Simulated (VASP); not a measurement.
Set up this calculation in VASP 6.6.1, as the native input.

| Item | Value |
| --- | --- |
| Task | single point |
| Functional | LDA |
| Potentials or basis | VASP PAW LDA potentials, release 64 (Ti_sv) |
| Cutoff | 520 eV |
| k mesh | 11 × 11 × 11 |
| Occupations | fermi-dirac, width 0.05 eV |
| Spin | no spin polarisation |
| Dipole correction | no |
| Further INCAR settings | ALGO = Normal; EDIFF = 1e-06; NBANDS = 12 |

The structure of Ti lies in POSCAR:

```
Ti
1.0
   -1.6188216056      1.6188216056      1.6188216056
    1.6188216056     -1.6188216056      1.6188216056
    1.6188216056      1.6188216056     -1.6188216056
Ti
1
Direct
    0.0000000000      0.0000000000      0.0000000000
```

One way to write it, as run:

INCAR

```
SYSTEM = Ti
  ALGO = Normal
  EDIFF = 1E-6
  ENCUT = 520
  GGA = CA
  ISIF = 2
  ISMEAR = -1
  LASPH = .TRUE.
  LCHARG = .FALSE.
  LREAL = .FALSE.
  LWAVE = .FALSE.
  NBANDS = 12
  NELM = 80
  PREC = Accurate
  SIGMA = 0.05
```

KPOINTS

```
k-points
0
G
  11 11 11
  0 0 0
```

Potentials or basis: VASP PAW LDA potentials, release 64 (Ti_sv).

Command:

```bash
$ cat potpaw_LDA.64/Ti_sv/POTCAR > POTCAR
$ mpirun -np 1 vasp_std > vasp.out
```

It gave:

```yaml
Pressure: -7.4 GPa
Band_gap_on_the_k_mesh: zero (band 6 reaches 9.08 eV, above the bottom of band 7 at 7.46 eV)
```

Run time: 4.9 s on 1 thread of Intel(R) Xeon(R) 6975P-C (Granite Rapids), with other jobs on the host, peak memory 0.13 GiB.
